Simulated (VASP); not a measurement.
# TiH (Fm-3m) in VASP: notebook

Runs on TiH. Level: PBEsol. Tasks: single point.

All numbers are computed with VASP 6.6.1; they aren't measurements. Logs are shortened: lines on timing, memory, paths and dates and some standing lists are left out, and cuts for length are marked.

## 1. The cell of the first run

Symmetry: Fm-3m, No. 225, cubic system. Conventional cell: a = 4.109 Å, b = 4.109 Å, c = 4.109 Å, α = 90.00°, β = 90.00°, γ = 90.00°. Ti (site symmetry m-3m) has 6 H at 2.05 Å within 2.7 Å. H (site symmetry m-3m) has 6 Ti at 2.05 Å within 2.7 Å.

## 2. Single point, PBEsol

Input file INCAR:

```
SYSTEM = TiH
PREC = Accurate
ENCUT = 520
EDIFF = 1E-7
ISMEAR = 0
SIGMA = 0.1
LREAL = .False.
LASPH = .True.
NELM = 60
ALGO = Normal
ISIF = 2
LWAVE = .False.
LCHARG = .False.
GGA = PS
NBANDS = 14
```

Input file KPOINTS:

```
Automatic mesh
0
Gamma
  12 12 12
  0 0 0
```

Input file POSCAR:

```
TiH
1.0
    0.0000000000      2.0542715631      2.0542715631
    2.0542715631      0.0000000000      2.0542715631
    2.0542715631      2.0542715631      0.0000000000
Ti H
1 1
Direct
    0.0000000000      0.0000000000      0.0000000000
    0.5000000000      0.5000000000      0.5000000000
```

Potentials or basis: VASP PAW PBE potentials, release 64 (Ti_sv, H).

Run with:

```bash
$ cat potpaw_PBE.64/Ti_sv/POTCAR potpaw_PBE.64/H/POTCAR > POTCAR
$ mpirun -np 1 vasp_std > vasp.out
```

OUTCAR:

```text
SYSTEM = TiH
   PREC = Accurate
   ENCUT = 520
   EDIFF = 1E-7
   ISMEAR = 0
   LREAL = .False.
   LASPH = .True.
   NELM = 60
   ISIF = 2
   GGA = PS

 ion  position               nearest neighbor table
   1  0.000  0.000  0.000-
   2  0.500  0.500  0.500-

  LATTYP: Found a face centered cubic cell.
 ALAT       =     4.1085431262

  Lattice vectors:

 A1 = (   0.0000000000,   2.0542715631,   2.0542715631)
 A2 = (   2.0542715631,   0.0000000000,   2.0542715631)
 A3 = (   2.0542715631,   2.0542715631,   0.0000000000)

Analysis of symmetry for initial positions (statically):
=====================================================================
 Subroutine PRICEL returns:
 Original cell was already a primitive cell.

 Routine SETGRP: Setting up the symmetry group for a
 face centered cubic supercell.

 Subroutine GETGRP returns: Found 48 space group operations
 (whereof 48 operations were pure point group operations)
 out of a pool of 48 trial point group operations.

The static configuration has the point symmetry O_h .

Analysis of symmetry for dynamics (positions and initial velocities):
=====================================================================
 Subroutine PRICEL returns:
 Original cell was already a primitive cell.

 Routine SETGRP: Setting up the symmetry group for a
 face centered cubic supercell.

 Subroutine GETGRP returns: Found 48 space group operations
 (whereof 48 operations were pure point group operations)
 out of a pool of 48 trial point group operations.

The dynamic configuration has the point symmetry O_h .

 Subroutine INISYM returns: Found 48 space group operations
 (whereof 48 operations are pure point group operations),
 and found     1 'primitive' translations

----------------------------------------------------------------------------------------

                                     Primitive cell

  volume of cell :      17.3382

  direct lattice vectors                    reciprocal lattice vectors
     0.000000000  2.054271563  2.054271563    -0.243395279  0.243395279  0.243395279
     2.054271563  0.000000000  2.054271563     0.243395279 -0.243395279  0.243395279
     2.054271563  2.054271563  0.000000000     0.243395279  0.243395279 -0.243395279

  length of vectors
     2.905178705  2.905178705  2.905178705     0.421572989  0.421572989  0.421572989

  position of ions in fractional coordinates (direct lattice)
     0.000000000  0.000000000  0.000000000
     0.500000000  0.500000000  0.500000000

  ion indices of the primitive-cell ions
   primitive index   ion index
                 1           1
                 2           2
[... 79 lines left out ...]
   ISYM   =      2    0-nonsym 1-usesym 2-fastsym
   POTIM  = 0.5000    time-step for ionic-motion
   TEBEG  =    0.0;   TEEND  =   0.0 temperature during run
   PSTRESS=    0.0 pullay stress
   NELECT =      13.0000    total number of electrons
   NUPDOWN=      -1.0000    fix difference up-down
   EMIN   =  10.00;   EMAX   =-10.00  energy-range for DOS
   EFERMI =   0.00;   METHOD = LEGACY
   ISMEAR =     0;   SIGMA  =   0.10  broadening in eV -4-tet -1-fermi 0-gaus
   EFERMI_NEDOS =   21; number of points for ismear=-14 and -15
   IALGO  =     38    algorithm
   IMIX   =      4    mixing-type and parameters
     AMIX     =   0.40;   BMIX     =  1.00
     AMIX_MAG =   1.60;   BMIX_MAG =  1.00
  volume/ion in A,a.u.               =       8.67        58.50
  Fermi-wavevector in a.u.,A,eV,Ry     =   1.487264  2.810522 30.095468  2.211955
  Thomas-Fermi vector in A             =   2.600447
   LORBIT       =      0    0 simple, 1 ext, 2 COOP (PROOUT), +10 PAW based schemes
   GGA     = PS    functional components
   LHFCALC =     F    Hartree Fock is set to
   AEXX    =    0.0000 exact exchange contribution
   IVDW    =     0    specifies the selected vdW correction
   LEPSILON=     F    determine dielectric tensor
   LRPA    =     F    only Hartree local field effects (RPA)
 non-spin polarized calculation
 Gauss-broadening in eV      SIGMA  =   0.10
  energy-cutoff  :      520.00
  volume of cell :       17.34
 maximum number of plane-waves:       487
 NGX is ok and might be reduce to    24
   NGX = 11   NGY = 11   NGZ = 11

 number of electron      13.0000003 magnetization

 Free energy of the ion-electron system (eV)
  ---------------------------------------------------
  ext. energy  EPLUGINS =         0.00000000
  ---------------------------------------------------
  free energy    TOTEN  =       -12.42410651 eV

  energy without entropy =      -12.41409540  energy(sigma->0) =      -12.41910095

 E-fermi :   9.2321     XC(G=0): -12.3076

 val. band max:        9.2181894820   @ k =   0.4167   0.3333   0.0833
 cond. band min:       9.2366110710   @ k =   0.4167   0.1667   0.0833
 fundamental gap:      0.0184215890
 Fermi energy:         9.2320938705

 k-point     1 :       0.0000    0.0000    0.0000
  band No.  band energies     occupation
      1     -47.1774      2.00000
      2     -23.1550      2.00000
      3     -23.1550      2.00000
      4     -23.1550      2.00000
      5      -0.4873      2.00000
      6       9.9280      0.00000
      7       9.9280      0.00000
      8       9.9280      0.00000
      9      11.5194      0.00000
     10      11.5194      0.00000
     11      20.4058      0.00000
     12      24.0647      0.00000
     13      25.9199      0.00000
     14      25.9199      0.00000
[... 377 lines left out ...]
      1     -47.0295      2.00000
      2     -23.8324      2.00000
      3     -23.3769      2.00000
      4     -23.2703      2.00000
      5       3.7258      2.00000
      6       6.6806      2.00000
      7       9.2138      1.20436
      8      10.0016      0.00000
      9      12.5053      0.00000
     10      13.1426      0.00000
     11      16.7239      0.00000
     12      19.1576      0.00000
     13      24.4400      0.00000
     14      25.5275      0.00000

 [... further k-points ...]
[... 5 lines left out ...]
  --------------------------------------------------------------------------------------
  -------------------------------------------------------------------------------------
  Total        0.4379233      0.4379233      0.4379233     -0.0000000     -0.0000000     -0.0000000
  in kB       40.4673815     40.4673815     40.4673815     -0.0000000     -0.0000000     -0.0000000
  external PRESSURE =      40.4673815 kB  Pullay stress =       0.0000000 kB

 VOLUME and BASIS-vectors are now :
 -----------------------------------------------------------------------------
  energy-cutoff  :      520.00
  volume of cell :       17.34
      direct lattice vectors                 reciprocal lattice vectors
     0.000000000  2.054271563  2.054271563    -0.243395279  0.243395279  0.243395279
     2.054271563  0.000000000  2.054271563     0.243395279 -0.243395279  0.243395279
     2.054271563  2.054271563  0.000000000     0.243395279  0.243395279 -0.243395279

 POSITION                                       TOTAL-FORCE (eV/Angst)
 -----------------------------------------------------------------------------------
      0.00000      0.00000      0.00000        -0.000000      0.000000     -0.000000
      2.05427      2.05427      2.05427         0.000000      0.000000      0.000000
 -----------------------------------------------------------------------------------
    total drift:                                0.000000     -0.000000     -0.000000

  FREE ENERGIE OF THE ION-ELECTRON SYSTEM (eV)
  ---------------------------------------------------
  free  energy   TOTEN  =       -12.4241065136 eV

  energy  without entropy=      -12.4140953952  energy(sigma->0) =      -12.41910095
```

OSZICAR:

```text
N       E                     dE             d eps       ncg     rms          rms(c)
DAV:   1     0.891556682691E+02    0.89156E+02   -0.63817E+03  2030   0.109E+03
DAV:   2    -0.964162958671E+01   -0.98797E+02   -0.95019E+02  2112   0.291E+02
DAV:   3    -0.139160786990E+02   -0.42744E+01   -0.42235E+01  2718   0.599E+01
DAV:   4    -0.139937479812E+02   -0.77669E-01   -0.77577E-01  2262   0.726E+00
DAV:   5    -0.139951819006E+02   -0.14339E-02   -0.14339E-02  2426   0.879E-01    0.118E+01
DAV:   6    -0.124529839782E+02    0.15422E+01   -0.19416E+00  2268   0.239E+01    0.274E+00
DAV:   7    -0.124201953881E+02    0.32789E-01   -0.15871E-01  2422   0.359E+00    0.139E+00
DAV:   8    -0.124238749636E+02   -0.36796E-02   -0.41683E-02  2118   0.254E+00    0.303E-01
DAV:   9    -0.124240763007E+02   -0.20134E-03   -0.42335E-03  2474   0.757E-01    0.133E-01
DAV:  10    -0.124241082987E+02   -0.31998E-04   -0.18688E-04  2118   0.185E-01    0.690E-02
DAV:  11    -0.124241063254E+02    0.19733E-05   -0.67190E-05  2196   0.889E-02    0.138E-02
DAV:  12    -0.124241059422E+02    0.38318E-06   -0.36421E-06  2310   0.202E-02    0.555E-03
DAV:  13    -0.124241063240E+02   -0.38178E-06   -0.31776E-07  2208   0.664E-03    0.174E-03
DAV:  14    -0.124241065368E+02   -0.21285E-06   -0.39332E-08  1272   0.222E-03    0.328E-04
DAV:  15    -0.124241065136E+02    0.23180E-07   -0.38804E-09  1110   0.690E-04
   1 F= -.12424107E+02 E0= -.12419101E+02  d E =-.100111E-01
```

Run time: 16 s. Hardware: 1 thread of Intel Xeon 6975P-C, shared host; peak memory 0.15 GiB.

What came out:

- Free energy: -12.4241 eV
- Pressure: 4.0 GPa

Caveat: the PAW data sets were made with another functional, which shifts forces and pressure a little.

## 3. Single point, PBEsol

This run uses another cell than the first one, of 8.90 Å³/atom, 1.026 times its volume.

Input file INCAR:

```
ALGO = Normal
EDIFF = 1E-6
ENCUT = 520
GGA = PS
ISIF = 2
ISMEAR = 0
LASPH = T
LCHARG = F
LREAL = F
LWAVE = F
NBANDS = 14
NELM = 100
PREC = Accurate
SIGMA = 0.1
```

Input file KPOINTS:

```
k-points
0
Gamma
  12 12 12
```

Input file POSCAR:

```
TiH
1.0
    0.0000000000      2.0721356907      2.0721356907
    2.0721356907      0.0000000000      2.0721356907
    2.0721356907      2.0721356907      0.0000000000
Ti H
1 1
Direct
    0.0000000000      0.0000000000      0.0000000000
    0.5000000000      0.5000000000      0.5000000000
```

Potentials or basis: VASP PAW PBE potentials, release 64 (Ti_sv, H).

Run with:

```bash
$ cat potpaw_PBE.64/Ti_sv/POTCAR potpaw_PBE.64/H/POTCAR > POTCAR
$ mpirun -np 1 vasp_std > vasp.out
```

Run time: 15 s. Hardware: 1 thread of Intel Xeon 6975P-C, shared host; peak memory 0.15 GiB.

Results (log left out):

```
Free energy : -12.4301 eV
Pressure    : -0.1 GPa
```

Levels at points of the mesh, in eV from the Fermi level:
| k point | band 2 | band 3 | band 4 | band 5 | band 6 | band 7 | band 8 | band 9 | band 10 | band 11 |
| --- | --- | --- | --- | --- | --- | --- | --- | --- | --- | --- |
| (0.00, 0.00, 0.00) | -32.46 | -32.46 | -32.46 | -9.60 | 0.69 | 0.69 | 0.69 | 2.22 | 2.22 | 10.91 |
| (0.50, 0.00, 0.00) | -33.15 | -32.54 | -32.54 | -5.04 | -3.20 | 0.27 | 0.27 | 3.39 | 3.39 | 7.40 |
| (0.50, 0.50, 0.00) | -33.07 | -32.69 | -32.69 | -6.93 | -1.93 | 1.69 | 3.31 | 3.76 | 3.76 | 6.90 |

Caveat: the PAW data sets were made with another functional, which shifts forces and pressure a little.
